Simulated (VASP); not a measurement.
# ScInF4 (P4/mmm) in VASP: relaxation of cell and atoms with PBE

Aim: the relaxation of cell and atoms of ScInF4 with PBE.

Program: VASP 6.6.1. These are calculated values, not measurements. Logs are shortened: lines on timing, memory, paths and dates and some standing lists are left out, and cuts for length are marked.

**1. The cell of the first run**

Symmetry: P4/mmm, No. 123, tetragonal system. Conventional cell: a = 4.158 Å, b = 4.158 Å, c = 6.649 Å, α = 90.00°, β = 90.00°, γ = 90.00°. Within 4.2 Å of Sc (site symmetry 4/mmm) lie 16 F at 3.19 to 3.92 Å and 4 Sc at 4.16 Å. In (site symmetry 4/mmm) has 6 F at 2.08 to 2.10 Å within 2.8 Å. Within 2.8 Å of F (site symmetry 4mm) lie 1 In at 2.10 Å and 1 F at 2.45 Å. Within 2.8 Å of F (site symmetry mmm) lie 2 In at 2.08 Å.

**2. Relaxation of cell and atoms, PBE**

File INCAR:

```
SYSTEM = ScInF4
PREC = Accurate
ENCUT = 600
EDIFF = 1E-7
ISMEAR = 0
SIGMA = 0.1
LREAL = .FALSE.
LASPH = .TRUE.
NELM = 100
ALGO = Normal
ISIF = 3
LWAVE = .FALSE.
LCHARG = .FALSE.
GGA = PE
IBRION = 2
NSW = 100
EDIFFG = -0.01
```

File KPOINTS:

```
regular mesh
0
G
  10 10 6
  0 0 0
```

File POSCAR:

```
ScInF4
1.0
    4.1580000000      0.0000000000      0.0000000000
    0.0000000000      4.1580000000      0.0000000000
    0.0000000000      0.0000000000      6.6494897400
Sc In F
1 1 4
Direct
    0.5000000000      0.5000000000      0.5000000000
    0.0000000000      0.0000000000      0.0000000000
    0.0000000000      0.0000000000      0.6841862900
    0.5000000000      0.0000000000      0.0000000000
    0.0000000000      0.5000000000      0.0000000000
    0.0000000000      0.0000000000      0.3158137100
```

Potentials or basis: VASP PAW PBE potentials, release 64 (Sc_sv, In_d, F).

The run is started by

```
> cat potpaw_PBE.64/Sc_sv/POTCAR potpaw_PBE.64/In_d/POTCAR potpaw_PBE.64/F/POTCAR > POTCAR
> mpirun -np 1 vasp_std > vasp.out
```

OUTCAR:

```text
SYSTEM = ScInF4
   PREC = Accurate
   ENCUT = 600
   EDIFF = 1E-7
   ISMEAR = 0
   LREAL = .FALSE.
   LASPH = .TRUE.
   NELM = 100
   ISIF = 3
   GGA = PE
   IBRION = 2
   NSW = 100
   EDIFFG = -0.01

 ion  position               nearest neighbor table
   1  0.500  0.500  0.500-
   2  0.000  0.000  0.000-   4 2.08   5 2.08   5 2.08   4 2.08   3 2.10   6 2.10
   3  0.000  0.000  0.684-   2 2.10
   4  0.500  0.000  0.000-   2 2.08   2 2.08
   5  0.000  0.500  0.000-   2 2.08   2 2.08
   6  0.000  0.000  0.316-   2 2.10

  LATTYP: Found a simple tetragonal cell.
 ALAT       =     4.1580000000
 C/A-ratio  =     1.5992038817

  Lattice vectors:

 A1 = (   4.1580000000,   0.0000000000,   0.0000000000)
 A2 = (   0.0000000000,   4.1580000000,   0.0000000000)
 A3 = (   0.0000000000,   0.0000000000,   6.6494897400)

Analysis of symmetry for initial positions (statically):
=====================================================================
 Subroutine PRICEL returns:
 Original cell was already a primitive cell.

 Routine SETGRP: Setting up the symmetry group for a
 simple tetragonal supercell.

 Subroutine GETGRP returns: Found 16 space group operations
 (whereof 16 operations were pure point group operations)
 out of a pool of 16 trial point group operations.

The static configuration has the point symmetry D_4h.

Analysis of symmetry for dynamics (positions and initial velocities):
=====================================================================
 Subroutine PRICEL returns:
 Original cell was already a primitive cell.

 Routine SETGRP: Setting up the symmetry group for a
 simple tetragonal supercell.

 Subroutine GETGRP returns: Found 16 space group operations
 (whereof 16 operations were pure point group operations)
 out of a pool of 16 trial point group operations.

The dynamic configuration has the point symmetry D_4h.

 Subroutine INISYM returns: Found 16 space group operations
 (whereof 16 operations are pure point group operations),
 and found     1 'primitive' translations

----------------------------------------------------------------------------------------

                                     Primitive cell

  volume of cell :     114.9628

  direct lattice vectors                    reciprocal lattice vectors
     4.158000000  0.000000000  0.000000000     0.240500241  0.000000000  0.000000000
     0.000000000  4.158000000  0.000000000     0.000000000  0.240500241  0.000000000
     0.000000000  0.000000000  6.649489740     0.000000000  0.000000000  0.150387479

  length of vectors
     4.158000000  4.158000000  6.649489740     0.240500241  0.240500241  0.150387479

  position of ions in fractional coordinates (direct lattice)
     0.500000000  0.500000000  0.500000000
     0.000000000  0.000000000  0.000000000
     0.000000000  0.000000000  0.684186290
     0.500000000  0.000000000  0.000000000
     0.000000000  0.500000000  0.000000000
     0.000000000  0.000000000  0.315813710

  ion indices of the primitive-cell ions
   primitive index   ion index
                 1           1
                 2           2
                 3           3
                 4           4
                 5           5
                 6           6

----------------------------------------------------------------------------------------

 KPOINTS: regular mesh

Automatic generation of k-mesh.
 Grid dimensions read from file:
 generate k-points for:   10   10    6

 Generating k-lattice:

  Cartesian coordinates                     Fractional coordinates (reciprocal lattice)
     0.024050024  0.000000000  0.000000000     0.100000000  0.000000000  0.000000000
     0.000000000  0.024050024  0.000000000     0.000000000  0.100000000  0.000000000
     0.000000000  0.000000000  0.025064580     0.000000000  0.000000000  0.166666667

  Length of vectors
     0.024050024  0.024050024  0.025064580

  Shift w.r.t. Gamma in fractional coordinates (k-lattice)
     0.000000000  0.000000000  0.000000000

 Subroutine IBZKPT returns following result:
 ===========================================

 Found     84 irreducible k-points:

 Following reciprocal coordinates:
            Coordinates               Weight
  0.000000  0.000000  0.000000      1.000000
  0.100000  0.000000  0.000000      4.000000
  0.200000  0.000000  0.000000      4.000000
  0.300000  0.000000  0.000000      4.000000
  0.400000  0.000000  0.000000      4.000000
  0.500000  0.000000  0.000000      2.000000
[... 16 lines left out ...]
  0.100000  0.000000  0.166667      8.000000
  0.200000  0.000000  0.166667      8.000000
 [... further k-points ...]
   k-points           NKPTS =     84   k-points in BZ     NKDIM =     84   number of bands    NBANDS=     31
   number of dos      NEDOS =    301   number of ions     NIONS =      6
   total plane-waves  NPLWV =  69984
   dimension x,y,z NGX =    36 NGY =   36 NGZ =   54
   dimension x,y,z NGXF=    72 NGYF=   72 NGZF=  108
   ions per type =               1   1   4
   NGX,Y,Z   is equivalent  to a cutoff of  14.39, 14.39, 13.50 a.u.
   NGXF,Y,Z  is equivalent  to a cutoff of  28.79, 28.79, 27.00 a.u.
 SYSTEM =  ScInF4
   PREC   = accura    normal or accurate (medium, high low for compatibility)
   ISTART =      0    job   : 0-new  1-cont  2-samecut
   ICHARG =      2    charge: 1-file 2-atom 10-const
   ISPIN  =      1    spin polarized calculation?
   LNONCOLLINEAR =      F non collinear calculations
   LSORBIT =      F    spin-orbit coupling
   LASPH  =      T    aspherical Exc in radial PAW
   ENCUT  =  600.0 eV  44.10 Ry    6.64 a.u.   8.30  8.30 13.28*2*pi/ulx,y,z
   NELM   =    100;   NELMIN=  2; NELMDL= -5     # of ELM steps
   EDIFF  = 0.1E-06   stopping-criterion for ELM
   LREAL  =      F    real-space projection
   EDIFFG = -.1E-01   stopping-criterion for IOM
   NSW    =    100    number of steps for IOM
   IBRION =      2    ionic relax: 0-MD 1-quasi-New 2-CG
   NFREE  =      1    steps in history (QN), initial steepest desc. (CG)
   ISIF   =      3    stress and relaxation
   ISYM   =      2    0-nonsym 1-usesym 2-fastsym
   POTIM  = 0.5000    time-step for ionic-motion
   TEBEG  =    0.0;   TEEND  =   0.0 temperature during run
   PSTRESS=    0.0 pullay stress
   NELECT =      52.0000    total number of electrons
   NUPDOWN=      -1.0000    fix difference up-down
   EMIN   =  10.00;   EMAX   =-10.00  energy-range for DOS
   EFERMI =   0.00;   METHOD = LEGACY
   ISMEAR =     0;   SIGMA  =   0.10  broadening in eV -4-tet -1-fermi 0-gaus
   EFERMI_NEDOS =   21; number of points for ismear=-14 and -15
   IALGO  =     38    algorithm
   IMIX   =      4    mixing-type and parameters
     AMIX     =   0.40;   BMIX     =  1.00
     AMIX_MAG =   1.60;   BMIX_MAG =  1.00
  volume/ion in A,a.u.               =      19.16       129.30
  Fermi-wavevector in a.u.,A,eV,Ry     =   1.256677  2.374774 21.486810  1.579236
  Thomas-Fermi vector in A             =   2.390373
   LORBIT       =      0    0 simple, 1 ext, 2 COOP (PROOUT), +10 PAW based schemes
   GGA     = PE    functional components
   LHFCALC =     F    Hartree Fock is set to
   AEXX    =    0.0000 exact exchange contribution
   IVDW    =     0    specifies the selected vdW correction
   LEPSILON=     F    determine dielectric tensor
   LRPA    =     F    only Hartree local field effects (RPA)
 conjugate gradient relaxation of ions
 non-spin polarized calculation
 Gauss-broadening in eV      SIGMA  =   0.10
  energy-cutoff  :      600.00
  volume of cell :      114.96
 maximum number of plane-waves:      3872
 NGX is ok and might be reduce to    36
   NGX = 17   NGY = 17   NGZ = 27

--------------------------------------- Ionic step        1  -------------------------------------------

 number of electron      51.9999994 magnetization

 Free energy of the ion-electron system (eV)
  ---------------------------------------------------
  ext. energy  EPLUGINS =         0.00000000
  ---------------------------------------------------
  free energy    TOTEN  =       -27.21565288 eV

  energy without entropy =      -27.17083979  energy(sigma->0) =      -27.19324633

------------------------ aborting loop because EDIFF is reached ----------------------------------------

  FORCE on cell =-STRESS in cart. coord.  units (eV):
  Direction    XX          YY          ZZ          XY          YZ          ZX
  --------------------------------------------------------------------------------------
  -------------------------------------------------------------------------------------
  Total       -1.2687959     -1.2687959      1.0863695      0.0000000      0.0000000     -0.0000000
  in kB      -17.6825564    -17.6825564     15.1401736      0.0000000      0.0000000     -0.0000000
  external PRESSURE =      -6.7416464 kB  Pullay stress =       0.0000000 kB
[... 225 lines left out ...]
  energy  without entropy=      -27.2129161608  energy(sigma->0) =      -27.23306181

--------------------------------------- Ionic step        7  -------------------------------------------

 number of electron      51.9999983 magnetization

 Free energy of the ion-electron system (eV)
  ---------------------------------------------------
  ext. energy  EPLUGINS =         0.00000000
  ---------------------------------------------------
  free energy    TOTEN  =       -27.25368756 eV

  energy without entropy =      -27.21382248  energy(sigma->0) =      -27.23375502

 E-fermi :   3.1630     XC(G=0):  -8.4351

 val. band max:        3.1606492712   @ k =   0.1000   0.1000   0.0000
 cond. band min:       3.1632158006   @ k =   0.2000   0.2000   0.0000
 fundamental gap:      0.0025665294
 Fermi energy:         3.1630046983

 k-point     1 :       0.0000    0.0000    0.0000
  band No.  band energies     occupation
      1     -48.3875      2.00000
      2     -27.1803      2.00000
      3     -26.8931      2.00000
      4     -26.8931      2.00000
      5     -22.5521      2.00000
      6     -22.2621      2.00000
[... 805 lines left out ...]
     30       3.7509      0.00000
     31       4.0424      0.00000

 [... further k-points ...]

------------------------ aborting loop because EDIFF is reached ----------------------------------------

  FORCE on cell =-STRESS in cart. coord.  units (eV):
  Direction    XX          YY          ZZ          XY          YZ          ZX
  --------------------------------------------------------------------------------------
  -------------------------------------------------------------------------------------
  Total       -0.0019818     -0.0019818      0.0456722      0.0000000      0.0000000      0.0000000
  in kB       -0.0276128     -0.0276128      0.6363460      0.0000000      0.0000000      0.0000000
  external PRESSURE =       0.1937068 kB  Pullay stress =       0.0000000 kB
[... 21 lines left out ...]
  FREE ENERGIE OF THE ION-ELECTRON SYSTEM (eV)
  ---------------------------------------------------
  free  energy   TOTEN  =       -27.2536875573 eV

  energy  without entropy=      -27.2138224823  energy(sigma->0) =      -27.23375502

 reached required accuracy - stopping structural energy minimisation
```

Run time: 33 min. Hardware: 1 thread of Intel Xeon Platinum 8375C at 2.90GHz (Ice Lake), shared host; peak memory 0.51 GiB.

Results:

| Item | Value |
| --- | --- |
| Free energy | -27.2537 eV |
| Relaxed volume | 19.17 Å³/atom |
| Relaxed cell | a = 4.101 Å, b = 4.101 Å, c = 6.839 Å, α = 90.00°, β = 90.00°, γ = 90.00° |
| Space group after relaxing (to 0.05 Å) | P4/mmm (No. 123) |
| Energy gained by relaxing | 6.3 meV/atom |
| Ionic steps | 7 |
| Pressure after relaxing | 0.0 GPa |
| Band gap on the k mesh | zero (band 26 reaches 3.35 eV, above the bottom of band 27 at 2.78 eV) |

Step by step:
```
step  energy change (eV)  largest force (eV/Å)  pressure (GPa)  volume (Å³)
   1              0.0000                0.1345           -0.67       114.96
   2             -0.0259                0.0992            0.14       113.61
   3             -0.0299                0.0800            0.68       112.84
   4             -0.0349                0.1241            0.15       114.02
   5             -0.0355                0.1456           -0.10       114.61
   6             -0.0376                0.0615           -0.04       114.83
   7             -0.0380                0.0012            0.02       114.99
```

Final structure:
```
Sc In F
1.0
     4.10053    0.00000    0.00000
     0.00000    4.10053    0.00000
     0.00000    0.00000    6.83895
Sc In F
1 1 4
Direct
  0.50000 0.50000 0.50000
  0.00000 0.00000 0.00000
  0.00000 0.00000 0.68973
  0.50000 0.00000 0.00000
  0.00000 0.50000 0.00000
  0.00000 0.00000 0.31027
```

Caveat: spin-orbit coupling is left out, which moves the levels of the heavy elements.
